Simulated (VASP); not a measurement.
Write the native input for VASP 6.6.1 that does the following.

```yaml
Task: single point
Functional: LDA
Potentials_or_basis: VASP PAW LDA potentials, release 64 (Al, N)
Cutoff: 520 eV
k_mesh: 8 × 6 × 4
Occupations: gaussian, width 0.05 eV
Spin: no spin polarisation
Dipole_correction: no
Further_INCAR_settings: ALGO = Normal; EDIFF = 1e-07; NBANDS = 26
```

The structure of AlN lies in POSCAR:

```
AlN
1.0
   -1.6378403119      2.8368226349      0.0000000000
    0.0000000000      0.0000000000      4.1006264518
    4.9135209358      2.8368226349      0.0000000000
Al N
4 4
Direct
    0.6071336893      0.7500000000      0.2780873531
    1.0000000000      0.7500000000      0.6666666667
    0.0000000000      0.2500000000      0.3333333333
    0.5000000000      0.2500000000      0.8333333333
    0.5000000000      0.2500000000      0.1666666667
    1.0000000000      0.2500000000      0.6666666667
    0.0000000000      0.7500000000      0.3333333333
    0.5000000000      0.7500000000      0.8333333333
```

This cell differs from its parent crystal: atom 1 (Al) moved by +0.372 Å along [1 0 0] and +0.620 Å along [1 2 0].

The input as run:

INCAR

```
SYSTEM = AlN
PREC = Accurate ; ENCUT = 520
EDIFF = 1E-7 ; ISMEAR = 0
SIGMA = 0.05 ; LREAL = .FALSE.
LASPH = .TRUE. ; NELM = 80
ALGO = Normal ; ISIF = 2
LWAVE = .FALSE. ; LCHARG = .TRUE.
LELF = .TRUE. ; LVHAR = .TRUE.
NBANDS = 26
```

KPOINTS

```
Automatic mesh
0
G
  8 6 4
  0 0 0
```

Potentials or basis: VASP PAW LDA potentials, release 64 (Al, N).

Run with:

```sh
$ cat potpaw_LDA.64/Al/POTCAR potpaw_LDA.64/N/POTCAR > POTCAR
$ mpirun -np 1 vasp_std > vasp.out
```

Results of the run:

```
Pressure               : 29.5 GPa
Largest force          : 36.073 eV/Å
Band gap on the k mesh : 2.40 eV, direct
```

Caveat: the cell differs from its parent crystal (atom 1 (Al) moved by +0.372 Å along [1 0 0] and +0.620 Å along [1 2 0]); forces of over 1 eV/Å act on the atoms, so gaps and moduli don't describe the material at rest.

It took 70 s on 1 thread of Intel(R) Xeon(R) 6975P-C (Granite Rapids), on a shared host, peak memory 0.22 GiB.
